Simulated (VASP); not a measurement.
# Ge (Cmmm) in VASP: further runs

Ge is run at these levels: PBEsol; tasks: single point.

All numbers are computed with VASP 6.6.1; they aren't measurements. Logs are shortened: lines on timing, memory, paths and dates and some standing lists are left out, and cuts for length are marked.

## 1. The cell of the first run

Symmetry: Cmmm, No. 65, orthorhombic system. The conventional cell has a = 2.707 Å, b = 5.038 Å, c = 2.875 Å, α = 90.00°, β = 90.00°, γ = 90.00°. Ge (site symmetry mmm) has 8 Ge at 2.71 to 2.88 Å within 3.6 Å.

## 2. Single point, PBEsol

INCAR reads:

```
ALGO     = Normal         # electronic algorithm
EDIFF    = 1E-6           # SCF threshold, eV
ENCUT    = 520            # plane-wave cutoff, eV
GGA      = PS             # functional
ISIF     = 2              # what is computed and relaxed
ISMEAR   = 0              # smearing method
LASPH    = True           # aspherical terms in the spheres
LCHARG   = False          # write CHGCAR
LREAL    = False          # projectors in reciprocal space
LWAVE    = False          # write WAVECAR
NBANDS   = 13             # bands
NELM     = 60             # most SCF steps
PREC     = Accurate       # precision mode
SIGMA    = 0.15           # smearing width, eV
```

KPOINTS reads:

```
k-points
0
Gamma
  22 22 20
```

POSCAR reads:

```
Ge
1.0
    1.3534591814     -2.5191960603      0.0000000000
    1.3534591814      2.5191960603      0.0000000000
    0.0000000000      0.0000000000      2.8752409889
Ge
1
Direct
    0.5000000000      0.5000000000      0.0000000000
```

Potentials or basis: VASP PAW PBE potentials, release 64 (Ge_d).

Launch:

```console
> cat potpaw_PBE.64/Ge_d/POTCAR > POTCAR
> mpirun -np 1 vasp_std > vasp.out
```

OUTCAR:

```text
EDIFF = 1E-6
   ENCUT = 520
   GGA = PS
   ISIF = 2
   ISMEAR = 0
   LASPH = True
   LREAL = False
   NELM = 60
   PREC = Accurate

 ion  position               nearest neighbor table
   1  0.500  0.500  0.000-

  LATTYP: Found a base centered orthorhombic cell.
 ALAT       =     2.7069183628
 B/A-ratio  =     1.8613018367
 C/A-ratio  =     1.0621823799

  Lattice vectors:

 A1 = (   1.3534591814,  -2.5191960603,   0.0000000000)
 A2 = (   1.3534591814,   2.5191960603,   0.0000000000)
 A3 = (   0.0000000000,   0.0000000000,   2.8752409889)

Analysis of symmetry for initial positions (statically):
=====================================================================
 Subroutine PRICEL returns:
 Original cell was already a primitive cell.

 Routine SETGRP: Setting up the symmetry group for a
 base centered orthorhombic supercell.

 Subroutine GETGRP returns: Found  8 space group operations
 (whereof  8 operations were pure point group operations)
 out of a pool of  8 trial point group operations.

The static configuration has the point symmetry D_2h.

Analysis of symmetry for dynamics (positions and initial velocities):
=====================================================================
 Subroutine PRICEL returns:
 Original cell was already a primitive cell.

 Routine SETGRP: Setting up the symmetry group for a
 base centered orthorhombic supercell.

 Subroutine GETGRP returns: Found  8 space group operations
 (whereof  8 operations were pure point group operations)
 out of a pool of  8 trial point group operations.

The dynamic configuration has the point symmetry D_2h.

 Subroutine INISYM returns: Found  8 space group operations
 (whereof  8 operations are pure point group operations),
 and found     1 'primitive' translations

----------------------------------------------------------------------------------------

                                     Primitive cell

  volume of cell :      19.6070

  direct lattice vectors                    reciprocal lattice vectors
     1.353459181 -2.519196060  0.000000000     0.369423775 -0.198476017  0.000000000
     1.353459181  2.519196060  0.000000000     0.369423775  0.198476017  0.000000000
     0.000000000  0.000000000  2.875240989     0.000000000  0.000000000  0.347796934

  length of vectors
     2.859755330  2.859755330  2.875240989     0.419364585  0.419364585  0.347796934

  position of ions in fractional coordinates (direct lattice)
     0.500000000  0.500000000  0.000000000

  ion indices of the primitive-cell ions
   primitive index   ion index
                 1           1

----------------------------------------------------------------------------------------

 KPOINTS: k-points

Automatic generation of k-mesh.
 Grid dimensions read from file:
 generate k-points for:   22   22   20

 Generating k-lattice:

  Cartesian coordinates                     Fractional coordinates (reciprocal lattice)
     0.016791990 -0.009021637  0.000000000     0.045454545  0.000000000  0.000000000
     0.016791990  0.009021637  0.000000000     0.000000000  0.045454545  0.000000000
     0.000000000  0.000000000  0.017389847     0.000000000  0.000000000  0.050000000

  Length of vectors
     0.019062027  0.019062027  0.017389847

  Shift w.r.t. Gamma in fractional coordinates (k-lattice)
     0.000000000  0.000000000  0.000000000

 Subroutine IBZKPT returns following result:
 ===========================================

 Found   1463 irreducible k-points:

 Following reciprocal coordinates:
            Coordinates               Weight
  0.000000  0.000000  0.000000      1.000000
  0.045455  0.000000  0.000000      4.000000
  0.090909  0.000000  0.000000      4.000000
  0.136364  0.000000  0.000000      4.000000
  0.181818  0.000000  0.000000      4.000000
  0.227273  0.000000  0.000000      4.000000
[... 16 lines left out ...]
  0.500000  0.045455  0.000000      4.000000
 -0.454545  0.045455  0.000000      4.000000
 [... further k-points ...]
   k-points           NKPTS =   1463   k-points in BZ     NKDIM =   1463   number of bands    NBANDS=     13
   number of dos      NEDOS =    301   number of ions     NIONS =      1
   total plane-waves  NPLWV =  13824
   dimension x,y,z NGX =    24 NGY =   24 NGZ =   24
   dimension x,y,z NGXF=    48 NGYF=   48 NGZF=   48
   ions per type =               1
   NGX,Y,Z   is equivalent  to a cutoff of  13.95, 13.95, 13.88 a.u.
   NGXF,Y,Z  is equivalent  to a cutoff of  27.90, 27.90, 27.75 a.u.
 SYSTEM =  unknown system
   PREC   = accura    normal or accurate (medium, high low for compatibility)
   ISTART =      0    job   : 0-new  1-cont  2-samecut
   ICHARG =      2    charge: 1-file 2-atom 10-const
   ISPIN  =      1    spin polarized calculation?
   LNONCOLLINEAR =      F non collinear calculations
   LSORBIT =      F    spin-orbit coupling
   LASPH  =      T    aspherical Exc in radial PAW
   ENCUT  =  520.0 eV  38.22 Ry    6.18 a.u.   5.32  5.32  5.35*2*pi/ulx,y,z
   NELM   =     60;   NELMIN=  2; NELMDL= -5     # of ELM steps
   EDIFF  = 0.1E-05   stopping-criterion for ELM
   LREAL  =      F    real-space projection
   EDIFFG = 0.1E-04   stopping-criterion for IOM
   NSW    =      0    number of steps for IOM
   IBRION =     -1    ionic relax: 0-MD 1-quasi-New 2-CG
   NFREE  =      0    steps in history (QN), initial steepest desc. (CG)
   ISIF   =      2    stress and relaxation
   ISYM   =      2    0-nonsym 1-usesym 2-fastsym
   POTIM  = 0.5000    time-step for ionic-motion
   TEBEG  =    0.0;   TEEND  =   0.0 temperature during run
   PSTRESS=    0.0 pullay stress
   NELECT =      14.0000    total number of electrons
   NUPDOWN=      -1.0000    fix difference up-down
   EMIN   =  10.00;   EMAX   =-10.00  energy-range for DOS
   EFERMI =   0.00;   METHOD = LEGACY
   ISMEAR =     0;   SIGMA  =   0.15  broadening in eV -4-tet -1-fermi 0-gaus
   EFERMI_NEDOS =   21; number of points for ismear=-14 and -15
   IALGO  =     38    algorithm
   IMIX   =      4    mixing-type and parameters
     AMIX     =   0.40;   BMIX     =  1.00
     AMIX_MAG =   1.60;   BMIX_MAG =  1.00
  volume/ion in A,a.u.               =      19.61       132.31
  Fermi-wavevector in a.u.,A,eV,Ry     =   1.463234  2.765111 29.130796  2.141053
  Thomas-Fermi vector in A             =   2.579353
   LORBIT       =      0    0 simple, 1 ext, 2 COOP (PROOUT), +10 PAW based schemes
   GGA     = PS    functional components
   LHFCALC =     F    Hartree Fock is set to
   AEXX    =    0.0000 exact exchange contribution
   IVDW    =     0    specifies the selected vdW correction
   LEPSILON=     F    determine dielectric tensor
   LRPA    =     F    only Hartree local field effects (RPA)
 non-spin polarized calculation
 Gauss-broadening in eV      SIGMA  =   0.15
  energy-cutoff  :      520.00
  volume of cell :       19.61
 maximum number of plane-waves:       544
 NGX is ok and might be reduce to    24

 number of electron      13.9999996 magnetization

 Free energy of the ion-electron system (eV)
  ---------------------------------------------------
  ext. energy  EPLUGINS =         0.00000000
  ---------------------------------------------------
  free energy    TOTEN  =        -4.68115161 eV

  energy without entropy =       -4.67580653  energy(sigma->0) =       -4.67847907

 E-fermi :   6.0869     XC(G=0): -11.1759

 val. band max:        6.0857241215   @ k =  -0.3182   0.1818   0.2500
 cond. band min:       6.0879262218   @ k =  -0.3636   0.3182   0.4000
 fundamental gap:      0.0022021003
 Fermi energy:         6.0869090211

 k-point     1 :       0.0000    0.0000    0.0000
  band No.  band energies     occupation
      1     -18.5770      2.00000
      2     -18.5484      2.00000
      3     -18.4873      2.00000
      4     -18.3925      2.00000
      5     -18.3727      2.00000
      6      -6.8692      2.00000
      7      10.4556      0.00000
      8      14.4311      0.00000
      9      14.5799      0.00000
     10      16.2734      0.00000
     11      19.6162      0.00000
     12      22.3182      0.00000
     13      22.4082      0.00000

 k-point     2 :       0.0455    0.0000    0.0000
  band No.  band energies     occupation
      1     -18.5739      2.00000
      2     -18.5463      2.00000
      3     -18.4877      2.00000
      4     -18.3930      2.00000
      5     -18.3742      2.00000
      6      -6.8152      2.00000
      7      10.5095      0.00000
      8      14.2162      0.00000
      9      14.5667      0.00000
     10      15.8083      0.00000
     11      19.7306      0.00000
     12      21.0407      0.00000
     13      22.8288      0.00000

 k-point     3 :       0.0909    0.0000    0.0000
  band No.  band energies     occupation
      1     -18.5655      2.00000
      2     -18.5405      2.00000
      3     -18.4885      2.00000
      4     -18.3945      2.00000
      5     -18.3784      2.00000
      6      -6.6530      2.00000
      7      10.6708      0.00000
      8      13.5181      0.00000
      9      14.3111      0.00000
     10      15.1014      0.00000
     11      19.1968      0.00000
     12      21.0574      0.00000
     13      23.8538      0.00000
[... 305 lines left out ...]
 k-point    23 :       0.5000    0.0455    0.0000
  band No.  band energies     occupation
      1     -18.5785      2.00000
      2     -18.4536      2.00000
      3     -18.4482      2.00000
      4     -18.4072      2.00000
      5     -18.3632      2.00000
      6      -1.2605      2.00000
      7       1.0602      2.00000
      8       9.8254      0.00000
      9      14.8504      0.00000
     10      15.1025      0.00000
     11      20.2468      0.00000
     12      20.8761      0.00000
     13      21.5417      0.00000

 k-point    24 :      -0.4545    0.0455    0.0000
  band No.  band energies     occupation
      1     -18.5755      2.00000
      2     -18.4513      2.00000
      3     -18.4500      2.00000
      4     -18.4066      2.00000
      5     -18.3728      2.00000
      6      -2.0964      2.00000
      7       2.1207      2.00000
      8       9.8577      0.00000
      9      14.4693      0.00000
     10      15.2806      0.00000
     11      19.3005      0.00000
     12      21.4628      0.00000
     13      22.7042      0.00000

 [... further k-points ...]

------------------------ aborting loop because EDIFF is reached ----------------------------------------

  FORCE on cell =-STRESS in cart. coord.  units (eV):
  Direction    XX          YY          ZZ          XY          YZ          ZX
  --------------------------------------------------------------------------------------
  -------------------------------------------------------------------------------------
  Total        0.3521214     -0.0587679     -1.3283429      0.0000000      0.0000000      0.0000000
  in kB       28.7734267     -4.8021914   -108.5448946      0.0000000      0.0000000      0.0000000
  external PRESSURE =     -28.1912198 kB  Pullay stress =       0.0000000 kB

 VOLUME and BASIS-vectors are now :
 -----------------------------------------------------------------------------
  energy-cutoff  :      520.00
  volume of cell :       19.61
      direct lattice vectors                 reciprocal lattice vectors
     1.353459181 -2.519196060  0.000000000     0.369423775 -0.198476017  0.000000000
     1.353459181  2.519196060  0.000000000     0.369423775  0.198476017  0.000000000
     0.000000000  0.000000000  2.875240989     0.000000000  0.000000000  0.347796934

 POSITION                                       TOTAL-FORCE (eV/Angst)
 -----------------------------------------------------------------------------------
      1.35346      0.00000      0.00000         0.000000      0.000000      0.000000
 -----------------------------------------------------------------------------------
    total drift:                               -0.000000     -0.000000     -0.000000

  FREE ENERGIE OF THE ION-ELECTRON SYSTEM (eV)
  ---------------------------------------------------
  free  energy   TOTEN  =        -4.6811516096 eV

  energy  without entropy=       -4.6758065289  energy(sigma->0) =       -4.67847907
```

Wall time 2.1 min (1 thread of Intel Xeon 6975P-C, shared host); peak memory 0.43 GiB.

Results:

```
Free energy            : -4.6812 eV
Pressure               : -2.8 GPa
Band gap on the k mesh : zero (band 7 reaches 11.17 eV, above the bottom of band 8 at 3.37 eV)
```

Caveat: the PAW data sets were made with another functional, which shifts forces and pressure a little.

## 3. Single point, PBEsol

This run uses another cell than the first one, of the same volume but with other edges.

INCAR reads:

```
PREC = Accurate
ENCUT = 520
EDIFF = 1E-7
ISMEAR = 0
SIGMA = 0.15
LREAL = False
LASPH = True
NELM = 100
ALGO = Normal
ISIF = 2
LWAVE = False
LCHARG = True
GGA = PS
LELF = True
LVHAR = True
NBANDS = 13
```

KPOINTS reads:

```
Automatic mesh
0
Gamma
  22 22 20
```

POSCAR reads:

```
Ge
1.0
    1.4162904060     -2.6361439341      0.0000000000
    1.4162904060      2.6361439341      0.0000000000
    0.0000000000      0.0000000000      2.6257897556
Ge
1
Direct
    0.5000000000      0.5000000000      0.0000000000
```

Potentials or basis: VASP PAW PBE potentials, release 64 (Ge_d).

Launch:

```console
> cat potpaw_PBE.64/Ge_d/POTCAR > POTCAR
> mpirun -np 1 vasp_std > vasp.out
```

Wall time 2.1 min (1 thread of Intel Xeon 6975P-C, shared host); peak memory 0.43 GiB.

Results (log left out):

* Free energy: -4.7240 eV
* Pressure: -4.1 GPa
* Band gap on the k mesh: zero (band 7 reaches 12.67 eV, above the bottom of band 8 at 3.09 eV)

Stress tensor (GPa, compression positive):
```
-5.21  0.00  0.00
 0.00 -6.90  0.00
 0.00  0.00 -0.21
```

Levels at points of the mesh, in eV from the Fermi level:
```csv
k point,band 3,band 4,band 5,band 6,band 7,band 8,band 9,band 10,band 11,band 12
"(0.00, 0.00, 0.00)",-24.56,-24.45,-24.43,-12.88,6.54,7.72,7.96,10.61,12.24,14.46
"(0.50, 0.00, 0.00)",-24.48,-24.47,-24.46,-8.11,-5.32,3.04,7.08,11.36,17.28,17.33
"(0.50, 0.50, 0.00)",-24.48,-24.48,-24.44,-8.93,-5.52,4.74,8.71,10.73,16.51,17.06
"(0.00, 0.00, 0.50)",-24.54,-24.52,-24.44,-8.63,-5.70,9.74,11.16,15.48,15.96,16.73
"(0.50, 0.00, 0.50)",-24.55,-24.47,-24.35,-3.45,-1.89,-1.88,3.65,6.29,11.65,12.80
"(0.50, 0.50, 0.50)",-24.53,-24.47,-24.37,-4.38,-2.50,-2.02,3.29,8.00,13.40,14.46
```

Caveat: the PAW data sets were made with another functional, which shifts forces and pressure a little.
